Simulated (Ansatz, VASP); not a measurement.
# Two plane-wave programs on Mg2ZnO3

File INCAR:

```
PREC = Accurate ; ENCUT = 750
EDIFF = 1E-6 ; ISMEAR = 0
SIGMA = 0.01 ; LREAL = F
LASPH = T ; NELM = 200
ALGO = Normal ; ISIF = 2
LWAVE = F ; LCHARG = F
LDAU = T ; LDAUTYPE = 2
LDAUL = -1 2 -1 ; LDAUU = 0 6 0
LDAUJ = 0 0 0 ; LDAUPRINT = 1
GGA = PS ; IVDW = 13
NBANDS = 34 ; GGA_COMPAT = F
```

The input KPOINTS:

```
regular mesh
0
Gamma
  7 7 3
```

Contents of POSCAR:

```
Mg2ZnO3
1.0
    3.0329985900      0.0000000000      0.0000000000
   -1.5164993000      2.6266538300      0.0000000000
    0.0000000000      0.0000000000      7.4033160000
Mg Zn O
2 1 3
Direct
    0.3333333291      0.6666666692      0.6657999996
    0.6666666709      0.3333333308      0.3342000004
    0.0000000000      0.0000000000      0.0000000000
    0.3333333291      0.6666666692      0.1726189994
    0.6666666709      0.3333333308      0.8273810006
    0.0000000000      0.0000000000      0.5000000000
```

Input for Ansatz:

```yaml
crystal:
  lattice:
    - [3.03299859, 0.0, 0.0]
    - [-1.5164993, 2.62665383, 0.0]
    - [0.0, 0.0, 7.403316]
  atoms:
    - { symbol: Mg, position: [0.33333332910726315, 0.6666666692047502, 0.665799999621791] }
    - { symbol: Mg, position: [0.6666666708927368, 0.33333333079524985, 0.33420000037820885] }
    - { symbol: Zn, position: [0.0, 0.0, 0.0] }
    - { symbol: O, position: [0.33333332910726315, 0.6666666692047502, 0.17261899937811648] }
    - { symbol: O, position: [0.6666666708927368, 0.33333333079524985, 0.8273810006218835] }
    - { symbol: O, position: [0.0, 0.0, 0.5] }
kpoints:
  mp_grid:
    grid: [7, 7, 3]
hamiltonian:
  xc: pbesol
  dispersion: d4
  hubbard:
    - { species: Zn, l: d, u_eff: 6.0 }
scf:
  occupations:
    method: fixed
output:
  eigenvalues: true
```

Alike in both runs: task single point; functional PBEsol; dispersion D4; k mesh 7 × 7 × 3; no spin polarisation; Hubbard terms Zn d U = 6.0 eV.

|  | VASP | Ansatz |
| --- | --- | --- |
| version | VASP 6.6.1 | Ansatz 0.2.0 |
| potentials or method | VASP PAW PBE potentials, release 64 (Mg_sv, Zn, O) | plane waves, PAW |
| plane-wave cutoff (eV) | 750 | 420 |
| occupations | gaussian, width 0.01 eV | fixed |
| valence electrons in the cell | 50 | 50 |

|  | VASP | Ansatz | Ansatz less VASP |
| --- | --- | --- | --- |
| gap on the k mesh at the Fermi level (eV) | 3.13 | 3.02 | -0.114 |

VASP's potentials were made for PBE, not for PBEsol. The programs project onto different local orbitals, so the same U acts differently, and such runs can settle in different states.
